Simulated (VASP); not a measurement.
Input of a VASP 6.6.1 run:

Contents of INCAR:

```
ALGO = Fast
EDIFF = 1E-6
ENCUT = 520
GGA = PS
ISIF = 2
ISMEAR = 0
LASPH = True
LCHARG = False
LREAL = False
LWAVE = False
NBANDS = 35
NELM = 80
PREC = Accurate
SIGMA = 0.15
```

The input KPOINTS:

```
k-points
0
Gamma
  12 12 12
```

The input POSCAR:

```
Ta2Si
1.0
   -2.9456416507      2.9456416507      2.5198993614
    2.9456416507     -2.9456416507      2.5198993614
    2.9456416507      2.9456416507     -2.5198993614
Ta Si
4 2
Direct
    0.6630661939      0.8369338061      0.5000000000
    0.8369338061      0.3369338061      0.1738676123
    0.3369338061      0.1630661939      0.5000000000
    0.1630661939      0.6630661939      0.8261323878
    0.2500000000      0.2500000000      0.0000000000
    0.7500000000      0.7500000000      0.0000000000
```

Potentials or basis: VASP PAW PBE potentials, release 64 (Ta_pv, Si).

Command:

```sh
$ cat potpaw_PBE.64/Ta_pv/POTCAR potpaw_PBE.64/Si/POTCAR > POTCAR
$ mpirun -np 1 vasp_std > vasp.out
```

(1) Estimate the largest force.

(2) Predict the pressure.

(3) Estimate the band gap on the k mesh.

Answers

(1) 0.126 eV/Å.

(2) 22.9 GPa.

(3) zero (band 26 reaches 8.55 eV, above the bottom of band 27 at 7.91 eV).

Caveat: the cell differs from its parent crystal (strain -0.040 along x and y, +0.000 along z); the PAW data sets were made with another functional, which shifts forces and pressure a little; spin-orbit coupling is left out, which moves the levels of the heavy elements.
